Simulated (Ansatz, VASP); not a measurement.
**One calculation of BiTe, two programs**

```
Bi Te
1.0
     5.55685    0.00199    0.07968
     0.00199    5.71712   -0.00014
     0.05898   -0.00010    4.14598
Bi Te
2 2
Direct
  0.51257 0.01301 0.33690
  0.98288 0.46674 0.66707
  0.00148 0.01115 0.99773
  0.50308 0.50910 0.99831
```

Change from the starting cell: all atoms moved at random (sigma 0.1 Å), cell strained at random (1 %).

Alike in both runs: task single point; functional PBE; k mesh 6 × 6 × 8; occupations gaussian, width 0.05 eV; no spin polarisation.

|  | VASP | Ansatz |
| --- | --- | --- |
| version | VASP 6.6.1 | Ansatz 0.2.0 |
| potentials or method | VASP PAW PBE potentials, release 64 (Bi_d, Te), cutoff 520 eV | scalar-relativistic, plane waves, PAW |
| valence electrons in the cell | 42 | 62 |

Ansatz gave:

```
gap on the k mesh at the Fermi level (eV)                     : none
pressure (GPa)                                                : 1.3
traceless stress, the component that is largest in VASP (GPa) : -0.93
rms of the force components (eV/Å)                            : 0.295
```

Problem. What did VASP give for the same quantities?

Solution. gap on the k mesh at the Fermi level (eV): none; pressure (GPa): 1.3; traceless stress, the component that is largest in VASP (GPa): -0.93; rms of the force components (eV/Å): 0.297.

Atom by atom the forces differ by 0.002 eV/Å (rms over components). A gap of «none» marks a metal or a gap that the smearing closes. VASP's potentials hold 42 valence electrons a cell and Ansatz's 62, so a difference there can come from the potentials and not from the codes.

Spin-orbit coupling is off throughout.
